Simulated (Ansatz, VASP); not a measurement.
## SnSe: VASP beside Ansatz

File INCAR:

```
SYSTEM = SnSe
PREC = Accurate
ENCUT = 520
EDIFF = 1E-8
ISMEAR = -1
SIGMA = 0.02
LREAL = .False.
LASPH = .True.
NELM = 80
ALGO = Normal
ISIF = 2
LWAVE = .False.
LCHARG = .False.
GGA = PE
LEFG = .True.
NBANDS = 17
```

File KPOINTS:

```
Automatic mesh
0
Gamma
  9 9 9
  0 0 0
```

File POSCAR:

```
SnSe
1.0
    0.0000000000      3.1003000000      3.0100000000
    3.1003000000      0.0000000000      3.0100000000
    3.1003000000      3.1003000000      0.0000000000
Sn Se
1 1
Direct
    0.0000000000      0.0000000000      0.0000000000
    0.5000000000      0.5000000000      0.5000000000
```

Input for Ansatz:

```yaml
crystal:
  lattice:
    - [0.0, 3.1003, 3.01]
    - [3.1003, 0.0, 3.01]
    - [3.1003, 3.1003, 0.0]
  atoms:
    - { symbol: Sn, position: [0.0, 0.0, 0.0] }
    - { symbol: Se, position: [0.5, 0.5, 0.5] }
kpoints:
  mp_grid: { grid: [9, 9, 9] }
scf:
  occupations: { method: fermi_dirac, width: 0.02 }
hamiltonian:
  xc: pbe
  pseudopotentials: { kind: all_electron, datasets: crystal }
output:
  forces: true
  stress: true
  eigenvalues: true
  efg: { contact_densities: true }
```

Change from the starting cell: equal xx and yy strain of +3 %, crystal datasets.

Alike in both runs: task electric field gradients; functional PBE; k mesh 9 × 9 × 9; occupations fermi-dirac, width 0.02 eV; no spin polarisation.

|  | VASP | Ansatz |
| --- | --- | --- |
| version | VASP 6.6.1 | Ansatz 0.2.0 |
| potentials or method | VASP PAW PBE potentials, release 64 (Sn_d, Se), cutoff 520 eV | all-electron PAW with datasets made for the crystal, scalar-relativistic |

Ansatz gave:

- pressure (GPa): -1.6
- traceless stress, the component that is largest in VASP (GPa): 1.93
- size of Vzz on the site where it differs most (V/Å²): 42.6

Task: Estimate VASP's values.

Result: Pressure (GPa): -1.6; traceless stress, the component that is largest in VASP (GPa): 1.94; size of Vzz on the site where it differs most (V/Å²): 40.6.

Ansatz ran all-electron here, and VASP with PAW potentials.
